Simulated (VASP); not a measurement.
# LuHfF (P-6m2) in VASP: notebook, part 2 of 2

VASP 6.6.1. Earlier steps stand in the parts before.

### 5 Single point, PBE

This run uses another cell than the first one, of 24.40 Å³/atom, 1.332 times its volume.

INCAR reads:

```
ALGO = Normal ; EDIFF = 1E-6
ENCUT = 520 ; GGA = PE
ISIF = 2 ; ISMEAR = 0
LASPH = True ; LCHARG = False
LREAL = False ; LWAVE = False
NBANDS = 28 ; NELM = 100
PREC = Accurate ; SIGMA = 0.1
```

KPOINTS reads:

```
k-points
0
Gamma
  12 12 8
```

POSCAR reads:

```
LuHfF
1.0
    3.6397858608      0.0000000000      0.0000000000
   -1.8198929304      3.1521470197      0.0000000000
    0.0000000000      0.0000000000      6.3804870935
Lu Hf F
1 1 1
Direct
    0.3333333333      0.6666666667      0.0000000000
    0.3333333333      0.6666666667      0.5000000000
    0.0000000000      0.0000000000      0.5000000000
```

Run with:

```
$ cat potpaw_PBE.64/Lu/POTCAR potpaw_PBE.64/Hf_pv/POTCAR potpaw_PBE.64/F/POTCAR > POTCAR
$ mpirun -np 1 vasp_std > vasp.out
```

It took 1.8 min on 1 thread of AMD EPYC 9R14 (Zen 4), shared host; peak memory 0.32 GiB.

It converged, with:

```yaml
Free_energy: -18.1234 eV
Pressure: -0.8 GPa
Band_gap_on_the_k_mesh: zero (band 21 reaches 3.75 eV, above the bottom of band 22 at 2.65 eV)
```

Stress tensor (GPa, compression positive):
```
-1.10  0.00  0.00
 0.00 -1.10  0.00
 0.00  0.00 -0.19
```

Levels at points of the mesh, in eV from the Fermi level:
| k point | band 17 | band 18 | band 19 | band 20 | band 21 | band 22 | band 23 | band 24 | band 25 | band 26 |
| --- | --- | --- | --- | --- | --- | --- | --- | --- | --- | --- |
| (0.00, 0.00, 0.00) | -5.37 | -5.37 | -5.07 | -1.47 | -0.03 | 0.31 | 1.33 | 1.33 | 2.22 | 2.22 |
| (0.50, 0.00, 0.00) | -5.38 | -5.37 | -2.45 | -0.96 | -0.64 | -0.27 | 0.62 | 1.13 | 2.82 | 3.10 |
| (0.00, 0.00, 0.50) | -5.38 | -5.38 | -4.03 | -3.04 | 0.44 | 0.67 | 1.71 | 1.71 | 2.25 | 2.25 |
| (0.50, 0.00, 0.50) | -5.38 | -5.38 | -1.39 | -1.07 | -0.38 | -0.28 | 0.90 | 1.07 | 1.22 | 2.76 |

Caveat: spin-orbit coupling is left out, which moves the levels of the heavy elements.

### 6 Relaxation of cell and atoms, PBE

This run uses another cell than the first one, of 24.51 Å³/atom, 1.338 times its volume.

INCAR reads:

```
  PREC = Accurate
  ENCUT = 600
  EDIFF = 1E-6
  ISMEAR = 0
  SIGMA = 0.1
  LREAL = F
  LASPH = T
  NELM = 100
  ALGO = Normal
  ISIF = 3
  LWAVE = F
  LCHARG = F
  GGA = PE
  IBRION = 2
  NSW = 100
  EDIFFG = -0.01
```

KPOINTS reads:

```
regular mesh
0
Gamma
  12 12 8
```

POSCAR reads:

```
LuHfF
1.0
    3.6377130709      0.0000000000      0.0000000000
   -1.8188565355      3.1503519311      0.0000000000
    0.0000000000      0.0000000000      6.4164270122
Lu Hf F
1 1 1
Direct
    0.3333333333      0.6666666667      0.0000000000
    0.3333333333      0.6666666667      0.5000000000
    0.0000000000      0.0000000000      0.5000000000
```

Potentials or basis: VASP PAW PBE potentials, release 64 (Lu, Hf_pv, F).

Run with:

```
$ cat potpaw_PBE.64/Lu/POTCAR potpaw_PBE.64/Hf_pv/POTCAR potpaw_PBE.64/F/POTCAR > POTCAR
$ mpirun -np 1 vasp_std > vasp.out
```

OUTCAR:

```text
PREC = Accurate
   ENCUT = 600
   EDIFF = 1E-6
   ISMEAR = 0
   LREAL = F
   LASPH = T
   NELM = 100
   ISIF = 3
   GGA = PE
   IBRION = 2
   NSW = 100
   EDIFFG = -0.01

 ion  position               nearest neighbor table
   1  0.333  0.667  0.000-   2 3.21   2 3.21
   2  0.333  0.667  0.500-   3 2.10   3 2.10   3 2.10   1 3.21   1 3.21
   3  0.000  0.000  0.500-   2 2.10   2 2.10   2 2.10

  LATTYP: Found a hexagonal cell.
 ALAT       =     3.6377130709
 C/A-ratio  =     1.7638628686

  Lattice vectors:

 A1 = (   3.6377130709,   0.0000000000,   0.0000000000)
 A2 = (  -1.8188565355,   3.1503519311,   0.0000000000)
 A3 = (   0.0000000000,   0.0000000000,   6.4164270122)

Analysis of symmetry for initial positions (statically):
=====================================================================
 Subroutine PRICEL returns:
 Original cell was already a primitive cell.

 Routine SETGRP: Setting up the symmetry group for a
 hexagonal supercell.

 Subroutine GETGRP returns: Found 12 space group operations
[... 172 lines left out ...]

  FORCE on cell =-STRESS in cart. coord.  units (eV):
  Direction    XX          YY          ZZ          XY          YZ          ZX
  --------------------------------------------------------------------------------------
  -------------------------------------------------------------------------------------
  Total       -0.4657882     -0.4657882     -0.3783226      0.0000000      0.0000000      0.0000000
  in kB      -10.1488847    -10.1488847     -8.2431280      0.0000000      0.0000000      0.0000000
  external PRESSURE =      -9.5136325 kB  Pullay stress =       0.0000000 kB
[... 135 lines left out ...]
--------------------------------------- Ionic step        5  -------------------------------------------

 number of electron      42.0000000 magnetization

 Free energy of the ion-electron system (eV)
  ---------------------------------------------------
  ext. energy  EPLUGINS =         0.00000000
  ---------------------------------------------------
  free energy    TOTEN  =       -18.12903266 eV

  energy without entropy =      -18.10966631  energy(sigma->0) =      -18.11934948

 E-fermi :   2.9855     XC(G=0):  -9.9419

 val. band max:        2.9838697722   @ k =   0.3333   0.1667   0.2500
 cond. band min:       2.9877552716   @ k =   0.0833   0.0833   0.1250
 fundamental gap:      0.0038854994
 Fermi energy:         2.9855161956

 k-point     1 :       0.0000    0.0000    0.0000
  band No.  band energies     occupation
      1     -53.7059      2.00000
      2     -29.4011      2.00000
      3     -29.4011      2.00000
      4     -29.1327      2.00000
      5     -24.9650      2.00000
      6     -24.3184      2.00000
[... 661 lines left out ...]
     24       4.2115      0.00000
     25       5.4039      0.00000

 [... further k-points ...]

------------------------ aborting loop because EDIFF is reached ----------------------------------------

  FORCE on cell =-STRESS in cart. coord.  units (eV):
  Direction    XX          YY          ZZ          XY          YZ          ZX
  --------------------------------------------------------------------------------------
  -------------------------------------------------------------------------------------
  Total        0.0279990      0.0279990      0.0028368     -0.0000000      0.0000000     -0.0000000
  in kB        0.6196294      0.6196294      0.0627806     -0.0000000      0.0000000     -0.0000000
  external PRESSURE =       0.4340132 kB  Pullay stress =       0.0000000 kB
[... 18 lines left out ...]
  FREE ENERGIE OF THE ION-ELECTRON SYSTEM (eV)
  ---------------------------------------------------
  free  energy   TOTEN  =       -18.1290326555 eV

  energy  without entropy=      -18.1096663139  energy(sigma->0) =      -18.11934948

 reached required accuracy - stopping structural energy minimisation
```

CONTCAR:

```text
LuHfF
   1.00000000000000
     3.6211644285041569    0.0000000000002633    0.0000000000000000
    -1.8105822143016228    3.1360203863866247    0.0000000000000000
     0.0000000000000000   -0.0000000000000000    6.3751932502368902
  Lu              Hf              F
     1     1     1
Direct
     0.3333333332999970    0.6666666667000030    0.0000000000000000
     0.3333333332999970    0.6666666667000030    0.5000000000000000
     0.0000000000000000    0.0000000000000000    0.5000000000000000

  0.00000000E+00  0.00000000E+00  0.00000000E+00
  0.00000000E+00  0.00000000E+00  0.00000000E+00
  0.00000000E+00  0.00000000E+00  0.00000000E+00
```

Run time: 19 min. Hardware: 1 thread of Oxide Virtual Turin-like, shared host; peak memory 0.38 GiB.

Results:

| Property | Result |
| --- | --- |
| Free energy | -18.1290 eV |
| Relaxed volume | 24.13 Å³/atom |
| Relaxed cell | a = 3.621 Å, b = 3.621 Å, c = 6.375 Å, α = 90.00°, β = 90.00°, γ = 120.00° |
| Space group after relaxing (to 0.05 Å) | P-6m2 (No. 187) |
| Energy gained by relaxing | 1.1 meV/atom |
| Ionic steps | 5 |
| Pressure after relaxing | 0.0 GPa |
| Band gap on the k mesh | zero (band 21 reaches 3.81 eV, above the bottom of band 22 at 2.70 eV) |

The path:
```csv
step,energy change (eV),largest force (eV/Å),pressure (GPa),volume (Å³)
1,0.0000,0.0000,-0.95,73.53
2,-0.0023,0.0000,0.48,71.99
3,-0.0031,0.0000,-0.03,72.51
4,-0.0031,0.0000,-0.01,72.49
5,-0.0033,0.0000,0.04,72.40
```

Final structure:
```
CELL_PARAMETERS angstrom
3.62116 0.00000 0.00000
-1.81058 3.13602 0.00000
0.00000 0.00000 6.37519
ATOMIC_POSITIONS crystal
Lu 0.33333 0.66667 0.00000
Hf 0.33333 0.66667 0.50000
F 0.00000 0.00000 0.50000
```

Levels at points of the mesh, in eV from the Fermi level:
```tsv
k point	band 18	band 19	band 20	band 21	band 22	band 23	band 24	band 25
(0.00, 0.00, 0.00)	-5.35	-5.10	-1.48	-0.01	0.30	1.36	1.36	2.25
(0.50, 0.00, 0.00)	-5.35	-2.45	-0.97	-0.64	-0.28	0.64	1.15	2.82
(0.00, 0.00, 0.50)	-5.35	-4.06	-3.05	0.45	0.66	1.74	1.74	2.27
(0.50, 0.00, 0.50)	-5.36	-1.40	-1.09	-0.38	-0.27	0.91	1.08	1.24
```

Caveat: spin-orbit coupling is left out, which moves the levels of the heavy elements.

### 7 Overview

| task | cell | k mesh | cutoff (eV) | gap on the mesh (eV) | pressure (GPa) | relaxed volume (Å³/atom) |
| --- | --- | --- | --- | --- | --- | --- |
| single point | a = 3.017, b = 3.017, c = 6.974 Å, angles 90.0, 90.0, 120.0°, 3 atoms | 6 × 6 × 4 | 520 | none | 68.3 | - |
| single point | a = 3.638, b = 3.638, c = 6.416 Å, angles 90.0, 90.0, 120.0°, 3 atoms | 6 × 6 × 4 | 520 | none | -0.8 | - |
| relaxation of cell and atoms | relaxed from a = 3.017, b = 3.017, c = 6.974 Å, angles 90.0, 90.0, 120.0°, 3 atoms | 6 × 6 × 4 | 600 | none | 0.0 | 24.12 |
| single point | a = 3.640, b = 3.640, c = 6.380 Å, angles 90.0, 90.0, 120.0°, 3 atoms | 12 × 12 × 8 | 520 | none | -0.8 | - |
| relaxation of cell and atoms | relaxed from a = 3.638, b = 3.638, c = 6.416 Å, angles 90.0, 90.0, 120.0°, 3 atoms | 12 × 12 × 8 | 600 | none | 0.0 | 24.13 |

Alike in all rows: level PBE; potentials or basis VASP PAW PBE potentials, release 64 (Lu, Hf_pv, F); no spin polarisation; smearing gaussian 0.1 eV.

Caveats: some runs use coarse meshes; spin-orbit coupling is left out, which moves the levels of the heavy elements; the volume moved by over 15 % at a fixed basis, so the end points are rough (some runs).

Absolute energies hang on the potentials; compare differences alone.
